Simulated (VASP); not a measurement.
# Li (I4_1/amd) in VASP: notebook

Runs on Li. Level: PBE. Tasks: single point.

All numbers are computed with VASP 6.6.1; they aren't measurements. Logs are shortened: lines on timing, memory, paths and dates and some standing lists are left out, and cuts for length are marked.

### Step 1. The cell of the first run

Symmetry: I4_1/amd, No. 141, tetragonal system. The conventional cell has a = 4.479 Å, b = 4.479 Å, c = 2.432 Å, α = 90.00°, β = 90.00°, γ = 90.00°. Within 3.1 Å of Li (site symmetry -4m2) lie 10 Li at 2.32 to 2.89 Å.

### Step 2. Single point, PBE (volume scaled by 0.6)

INCAR

```
ALGO = Normal
EDIFF = 1E-7
ENCUT = 520
GGA = PE
ISIF = 2
ISMEAR = -1
LASPH = True
LCHARG = True
LELF = True
LREAL = False
LVHAR = True
LWAVE = False
NBANDS = 10
NELM = 80
PREC = Accurate
SIGMA = 0.08
```

KPOINTS

```
k-points
0
Gamma
  15 15 15
```

POSCAR

```
Li
1.0
   -2.2393692880      2.2393692880      1.2158641163
    2.2393692880     -2.2393692880      1.2158641163
    2.2393692880      2.2393692880     -1.2158641163
Li
2
Direct
   -0.3750000000     -0.1250000000     -0.2500000000
    0.3750000000      0.1250000000      0.2500000000
```

Potentials or basis: VASP PAW PBE potentials, release 64 (Li_sv).

Started as:

```console
> cat potpaw_PBE.64/Li_sv/POTCAR > POTCAR
> mpirun -np 1 vasp_std > vasp.out
```

OUTCAR:

```text
EDIFF = 1E-7
   ENCUT = 520
   GGA = PE
   ISIF = 2
   ISMEAR = -1
   LASPH = True
   LREAL = False
   NELM = 80
   PREC = Accurate

 ion  position               nearest neighbor table
   1  0.625  0.875  0.750-   2 2.32   2 2.32   2 2.32   2 2.32
   2  0.375  0.125  0.250-   1 2.32   1 2.32   1 2.32   1 2.32

  LATTYP: Found a body centered tetragonal cell.
 ALAT       =     4.4787385760
 C/A-ratio  =     0.5429493576

  Lattice vectors:

 A1 = (  -2.2393692880,   2.2393692880,   1.2158641163)
 A2 = (   2.2393692880,  -2.2393692880,   1.2158641163)
 A3 = (   2.2393692880,   2.2393692880,  -1.2158641163)

Analysis of symmetry for initial positions (statically):
=====================================================================
 Subroutine PRICEL returns:
 Original cell was already a primitive cell.

 Routine SETGRP: Setting up the symmetry group for a
 body centered tetragonal supercell.

 Subroutine GETGRP returns: Found 16 space group operations
 (whereof  4 operations were pure point group operations)
 out of a pool of 16 trial point group operations.

The static configuration has the point symmetry C_2h.
 The point group associated with its full space group is D_4h.

Analysis of symmetry for dynamics (positions and initial velocities):
=====================================================================
 Subroutine PRICEL returns:
 Original cell was already a primitive cell.

 Routine SETGRP: Setting up the symmetry group for a
 body centered tetragonal supercell.

 Subroutine GETGRP returns: Found 16 space group operations
 (whereof  4 operations were pure point group operations)
 out of a pool of 16 trial point group operations.

The dynamic configuration has the point symmetry C_2h.
 The point group associated with its full space group is D_4h.

 Subroutine INISYM returns: Found 16 space group operations
 (whereof  4 operations are pure point group operations),
 and found     1 'primitive' translations

----------------------------------------------------------------------------------------

                                     Primitive cell

  volume of cell :      24.3891

  direct lattice vectors                    reciprocal lattice vectors
    -2.239369288  2.239369288  1.215864116     0.000000000  0.223277153  0.411230164
     2.239369288 -2.239369288  1.215864116     0.223277153  0.000000000  0.411230164
     2.239369288  2.239369288 -1.215864116     0.223277153  0.223277153  0.000000000

  length of vectors
     3.392325923  3.392325923  3.392325923     0.467934755  0.467934755  0.315761578

[... 83 lines left out ...]
   NSW    =      0    number of steps for IOM
   IBRION =     -1    ionic relax: 0-MD 1-quasi-New 2-CG
   NFREE  =      0    steps in history (QN), initial steepest desc. (CG)
   ISIF   =      2    stress and relaxation
   ISYM   =      2    0-nonsym 1-usesym 2-fastsym
   POTIM  = 0.5000    time-step for ionic-motion
   TEBEG  =    0.0;   TEEND  =   0.0 temperature during run
   PSTRESS=    0.0 pullay stress
   NELECT =       6.0000    total number of electrons
   NUPDOWN=      -1.0000    fix difference up-down
   EMIN   =  10.00;   EMAX   =-10.00  energy-range for DOS
   EFERMI =   0.00;   METHOD = LEGACY
   ISMEAR =    -1;   SIGMA  =   0.08  broadening in eV -4-tet -1-fermi 0-gaus
   EFERMI_NEDOS =   21; number of points for ismear=-14 and -15
   IALGO  =     38    algorithm
   IMIX   =      4    mixing-type and parameters
     AMIX     =   0.40;   BMIX     =  1.00
     AMIX_MAG =   1.60;   BMIX_MAG =  1.00
  volume/ion in A,a.u.               =      12.19        82.29
  Fermi-wavevector in a.u.,A,eV,Ry     =   1.025793  1.938468 14.316750  1.052251
  Thomas-Fermi vector in A             =   2.159652
   LORBIT       =      0    0 simple, 1 ext, 2 COOP (PROOUT), +10 PAW based schemes
   GGA     = PE    functional components
   LHFCALC =     F    Hartree Fock is set to
   AEXX    =    0.0000 exact exchange contribution
   IVDW    =     0    specifies the selected vdW correction
   LEPSILON=     F    determine dielectric tensor
   LRPA    =     F    only Hartree local field effects (RPA)
 non-spin polarized calculation
  energy-cutoff  :      520.00
  volume of cell :       24.39
 maximum number of plane-waves:       673
 NGX is ok and might be reduce to    28

 number of electron       5.9999996 magnetization

 Free energy of the ion-electron system (eV)
  ---------------------------------------------------
  ext. energy  EPLUGINS =         0.00000000
  ---------------------------------------------------
  free energy    TOTEN  =        -3.13241226 eV

  energy without entropy =       -3.11357741  energy(sigma->0) =       -3.12299484

 E-fermi :   2.3271     XC(G=0):  -8.4079

 val. band max:        2.3251112776   @ k =   0.4000   0.3333   0.0667
 cond. band min:       2.3280049008   @ k =  -0.3333   0.4000   0.0667
 fundamental gap:      0.0028936232
 Fermi energy:         2.3271399575

 k-point     1 :       0.0000    0.0000    0.0000
  band No.  band energies     occupation
      1     -43.7214      2.00000
      2     -43.4973      2.00000
      3      -1.6334      2.00000
      4       7.4416      0.00000
      5       7.4416      0.00000
      6      10.4428      0.00000
      7      15.9387      0.00000
      8      20.4246      0.00000
      9      20.4246      0.00000
     10      21.6316      0.00000
[... 287 lines left out ...]
 k-point    24 :       0.2000    0.1333   -0.0000
  band No.  band energies     occupation
      1     -43.6312      2.00000
      2     -43.4835      2.00000
      3       0.2740      2.00000
      4       7.4915      0.00000
      5       9.7273      0.00000
      6      10.1819      0.00000
      7      12.5667      0.00000
      8      14.0416      0.00000
      9      15.4935      0.00000
     10      16.7619      0.00000

 [... further k-points ...]
[... 5 lines left out ...]
  --------------------------------------------------------------------------------------
  -------------------------------------------------------------------------------------
  Total        2.2899621      2.2899621      2.3546250      0.0000000      0.0000000     -0.0000000
  in kB      150.4327549    150.4327549    154.6806035      0.0000000      0.0000000     -0.0000000
  external PRESSURE =     151.8487045 kB  Pullay stress =       0.0000000 kB

 VOLUME and BASIS-vectors are now :
 -----------------------------------------------------------------------------
  energy-cutoff  :      520.00
  volume of cell :       24.39
      direct lattice vectors                 reciprocal lattice vectors
    -2.239369288  2.239369288  1.215864116     0.000000000  0.223277153  0.411230164
     2.239369288 -2.239369288  1.215864116     0.223277153  0.000000000  0.411230164
     2.239369288  2.239369288 -1.215864116     0.223277153  0.223277153  0.000000000

 POSITION                                       TOTAL-FORCE (eV/Angst)
 -----------------------------------------------------------------------------------
      2.23937      1.11968      0.91190        -0.000000      0.000000     -0.000000
      0.00000      1.11968      0.30397         0.000000     -0.000000      0.000000
 -----------------------------------------------------------------------------------
    total drift:                               -0.000000      0.000000      0.000000

  FREE ENERGIE OF THE ION-ELECTRON SYSTEM (eV)
  ---------------------------------------------------
  free  energy   TOTEN  =        -3.1324122610 eV

  energy  without entropy=       -3.1135774121  energy(sigma->0) =       -3.12299484
```

It took 33 s on 1 thread of Intel Xeon 6975P-C (Granite Rapids), shared host; peak memory 0.18 GiB.

What came out:

```yaml
Free_energy: -3.1324 eV
Band_gap_on_the_k_mesh: zero (band 3 reaches 4.14 eV, above the bottom of band 4 at 0.79 eV)
```

Caveat: the cell differs from its parent crystal (volume scaled by 0.6); the cutoff is under 1.25 times the usual one of these potentials, so pressure, stress and relaxed cells hold a basis-set (Pulay) error.

### Step 3. Single point, PBE

This run uses another cell than the first one, of 14.23 Å³/atom, 1.167 times its volume.

INCAR

```
SYSTEM = Li
PREC     = Accurate       ! precision mode
ENCUT    = 520            ! plane-wave cutoff, eV
EDIFF    = 1E-7           ! SCF threshold, eV
ISMEAR   = -1             ! smearing method
SIGMA    = 0.08           ! smearing width, eV
LREAL    = .FALSE.        ! projectors in reciprocal space
LASPH    = .TRUE.         ! aspherical terms in the spheres
NELM     = 100            ! most SCF steps
ALGO     = Normal         ! electronic algorithm
ISIF     = 2              ! what is computed and relaxed
LWAVE    = .FALSE.        ! write WAVECAR
LCHARG   = .FALSE.        ! write CHGCAR
GGA      = PE             ! functional
NBANDS   = 10             ! bands
```

KPOINTS

```
Automatic mesh
0
G
  15 15 15
  0 0 0
```

POSCAR

```
Li
1.0
   -2.3603403750      2.3603403750      1.2768326980
    2.3603403750     -2.3603403750      1.2768326980
    2.3603403750      2.3603403750     -1.2768326980
Li
2
Direct
   -0.3750000000     -0.1250000000     -0.2500000000
    0.3750000000      0.1250000000      0.2500000000
```

Potentials or basis: VASP PAW PBE potentials, release 64 (Li_sv).

Started as:

```console
> cat potpaw_PBE.64/Li_sv/POTCAR > POTCAR
> mpirun -np 1 vasp_std > vasp.out
```

OUTCAR:

```text
SYSTEM = Li
   PREC = Accurate
   ENCUT = 520
   EDIFF = 1E-7
   ISMEAR = -1
   LREAL = .FALSE.
   LASPH = .TRUE.
   NELM = 100
   ISIF = 2
   GGA = PE

 ion  position               nearest neighbor table
   1  0.625  0.875  0.750-   2 2.45   2 2.45   2 2.45   2 2.45
   2  0.375  0.125  0.250-   1 2.45   1 2.45   1 2.45   1 2.45

  LATTYP: Found a body centered tetragonal cell.
 ALAT       =     4.7206807500
 C/A-ratio  =     0.5409527844

  Lattice vectors:
[... 489 lines left out ...]
      2     -44.3197      2.00000
      3      -0.2639      2.00000
      4       6.3909      0.00000
      5       8.4164      0.00000
      6       8.7990      0.00000
      7      10.9521      0.00000
      8      12.3438      0.00000
      9      13.5956      0.00000
     10      14.8116      0.00000

 [... further k-points ...]
[... 5 lines left out ...]
  --------------------------------------------------------------------------------------
  -------------------------------------------------------------------------------------
  Total        1.4403587      1.4403587      1.4929617      0.0000000     -0.0000000      0.0000000
  in kB       81.1031972     81.1031972     84.0651522      0.0000000     -0.0000000      0.0000000
  external PRESSURE =      82.0905155 kB  Pullay stress =       0.0000000 kB

 VOLUME and BASIS-vectors are now :
 -----------------------------------------------------------------------------
  energy-cutoff  :      520.00
  volume of cell :       28.45
      direct lattice vectors                 reciprocal lattice vectors
    -2.360340375  2.360340375  1.276832698     0.000000000  0.211833855  0.391593982
     2.360340375 -2.360340375  1.276832698     0.211833855  0.000000000  0.391593982
     2.360340375  2.360340375 -1.276832698     0.211833855  0.211833855  0.000000000

 POSITION                                       TOTAL-FORCE (eV/Angst)
 -----------------------------------------------------------------------------------
      2.36034      1.18017      0.95762        -0.000000      0.000000     -0.000000
      0.00000      1.18017      0.31921         0.000000     -0.000000      0.000000
 -----------------------------------------------------------------------------------
    total drift:                                0.000000      0.000000      0.000000

  FREE ENERGIE OF THE ION-ELECTRON SYSTEM (eV)
  ---------------------------------------------------
  free  energy   TOTEN  =        -3.4269143828 eV

  energy  without entropy=       -3.4081891083  energy(sigma->0) =       -3.41755175
```

stdout:

```text
POSCAR found type information on POSCAR Li
 POSCAR found :  1 types and       2 ions
 scaLAPACK will be used
 LDA part: xc-table for (Slater+PW92), standard interpolation
 POSCAR, INCAR and KPOINTS ok, starting setup
 FFT: planning ... GRIDC
 FFT: planning ... GRID_SOFT
 FFT: planning ... GRID
 WAVECAR not read
 entering main loop
```

It took 31 s on 1 thread of Intel Xeon 6975P-C (Granite Rapids), shared host; peak memory 0.18 GiB.

Results:

- Free energy: -3.4269 eV
- Band gap on the k mesh: zero (band 3 reaches 3.42 eV, above the bottom of band 4 at 0.20 eV)

Levels at points of the mesh, in eV from the Fermi level:
| k point | band 1 | band 2 | band 3 | band 4 | band 5 | band 6 | band 7 | band 8 |
| --- | --- | --- | --- | --- | --- | --- | --- | --- |
| (0.00, 0.00, 0.00) | -46.18 | -46.04 | -3.86 | 4.61 | 4.61 | 7.44 | 11.92 | 16.25 |

Caveat: the cutoff is under 1.25 times the usual one of these potentials, so pressure, stress and relaxed cells hold a basis-set (Pulay) error.

### Step 4. Single point, PBE

INCAR

```
ALGO = Normal ; EDIFF = 1E-6
ENCUT = 520 ; GGA = PE
ISIF = 2 ; ISMEAR = -1
LASPH = T ; LCHARG = F
LREAL = F ; LWAVE = F
NBANDS = 10 ; NELM = 100
PREC = Accurate ; SIGMA = 0.08
```

KPOINTS

```
k-points
0
Gamma
  15 15 15
```

POSCAR is that of step 3.

Started as:

```console
> cat potpaw_PBE.64/Li_sv/POTCAR > POTCAR
> mpirun -np 1 vasp_std > vasp.out
```

Run time: 27 s. Hardware: 1 thread of Intel Xeon 6975P-C (Granite Rapids), shared host; peak memory 0.18 GiB.

It converged, with:

| Property | Result |
| --- | --- |
| Free energy | -3.4269 eV |
| Band gap on the k mesh | zero (band 3 reaches 3.42 eV, above the bottom of band 4 at 0.19 eV) |

Levels at points of the mesh, in eV from the Fermi level:
| k point | band 1 | band 2 | band 3 | band 4 | band 5 | band 6 |
| --- | --- | --- | --- | --- | --- | --- |
| (0.00, 0.00, 0.00) | -46.18 | -46.04 | -3.86 | 4.61 | 4.61 | 7.44 |

Caveat: the cutoff is under 1.25 times the usual one of these potentials, so pressure, stress and relaxed cells hold a basis-set (Pulay) error.

### Step 5. Single point, PBE

This run uses another cell than the first one, of 16.26 Å³/atom, 1.333 times its volume.

INCAR

```
  PREC = Accurate
  ENCUT = 520
  EDIFF = 1E-6
  ISMEAR = -1
  SIGMA = 0.08
  LREAL = False
  LASPH = True
  NELM = 100
  ALGO = Normal
  ISIF = 2
  LWAVE = False
  LCHARG = False
  GGA = PE
  NBANDS = 10
```

KPOINTS

```
Automatic mesh
0
Gamma
  15 15 15
```

POSCAR

```
Li
1.0
   -2.4677734320      2.4677734320      1.3349489094
    2.4677734320     -2.4677734320      1.3349489094
    2.4677734320      2.4677734320     -1.3349489094
Li
2
Direct
   -0.3750000000     -0.1250000000     -0.2500000000
    0.3750000000      0.1250000000      0.2500000000
```

Started as:

```console
> cat potpaw_PBE.64/Li_sv/POTCAR > POTCAR
> mpirun -np 1 vasp_std > vasp.out
```

Run time: 30 s. Hardware: 1 thread of Intel Xeon 6975P-C (Granite Rapids), shared host; peak memory 0.19 GiB.

Results (log left out):

| Property | Result |
| --- | --- |
| Free energy | -3.5831 eV |
| Band gap on the k mesh | zero (band 3 reaches 2.86 eV, above the bottom of band 4 at -0.24 eV) |

Levels at points of the mesh, in eV from the Fermi level:
```
           k point  band 1  band 2  band 3  band 4  band 5  band 6  band 7  band 8
(0.00, 0.00, 0.00)  -46.34  -46.25   -3.74    4.24    4.24    6.92   10.62   14.83
```

Caveat: the cutoff is under 1.25 times the usual one of these potentials, so pressure, stress and relaxed cells hold a basis-set (Pulay) error.

### Step 6. The runs side by side

| cell | gap on the mesh (eV) |
| --- | --- |
| a = 3.392 Å, angles 97.4, 97.4, 138.0°, 2 atoms | none |
| a = 3.574 Å, angles 97.3, 97.3, 138.1°, 2 atoms | none |
| a = 3.737 Å, angles 97.3, 97.3, 138.1°, 2 atoms | none |

Alike in all rows: task single point; level PBE; potentials or basis VASP PAW PBE potentials, release 64 (Li_sv); no spin polarisation; k mesh 15 × 15 × 15; cutoff (eV) 520; smearing fermi-dirac 0.08 eV.

Caveats: the cutoff is under 1.25 times the usual one of these potentials, so pressure, stress and relaxed cells hold a basis-set (Pulay) error.

Absolute energies hang on the potentials; compare differences alone.
